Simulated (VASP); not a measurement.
## Ni: single point with PBE

Ni:

```xyz
2
Lattice="-1.7593 1.7593 0.0000 0.0000 0.0000 3.5186 1.7593 1.7593 0.0000" Properties=species:S:1:pos:R:3 pbc="T T T"
Ni    0.0000    0.0000    0.0000
Ni    0.0000    1.7593    1.7593
```

* Program: VASP 6.6.1
* Task: single point
* Functional: PBE
* Potentials or basis: VASP PAW PBE potentials, release 64 (Ni)
* Cutoff: 520 eV
* k mesh: 15 × 10 × 15
* Occupations: fermi-dirac, width 0.05 eV
* Spin: collinear spin, ferromagnetic start
* Starting moments: [1.0, 1.0] μB

```json
{
  "Pressure": "0.0 GPa",
  "Net moment": "1.27 μB per cell",
  "Site moments": "Ni +0.65 μB",
  "Valence electrons inside the program's atomic spheres": "Ni 9.31"
}
```

Stress tensor (GPa, compression positive):
```
 0.05  0.00  0.00
 0.00  0.05  0.00
 0.00  0.00 -0.04
```

Levels at points of the mesh, in eV from the Fermi level:
Spin up:
```tsv
k point	band 8	band 9	band 10	band 11	band 12	band 13	band 14	band 15
(0.00, 0.00, 0.00)	-1.26	-0.56	-0.48	-0.48	2.45	9.21	14.81	14.81
(0.00, 0.50, 0.00)	-1.60	-1.60	-1.60	-0.92	-0.92	19.25	19.25	19.25
```
Spin down:
```tsv
k point	band 7	band 8	band 9	band 10	band 11	band 12	band 13	band 14
(0.00, 0.00, 0.00)	-0.67	-0.67	0.06	0.39	0.39	2.41	9.46	14.83
(0.00, 0.50, 0.00)	-0.80	-0.80	-0.80	-0.80	-0.31	-0.31	19.33	19.33
```

It took 3.2 min on 1 thread of Intel(R) Xeon(R) Platinum 8259CL CPU @ 2.50GHz (Skylake/Cascade Lake), on a shared host, peak memory 0.24 GiB.
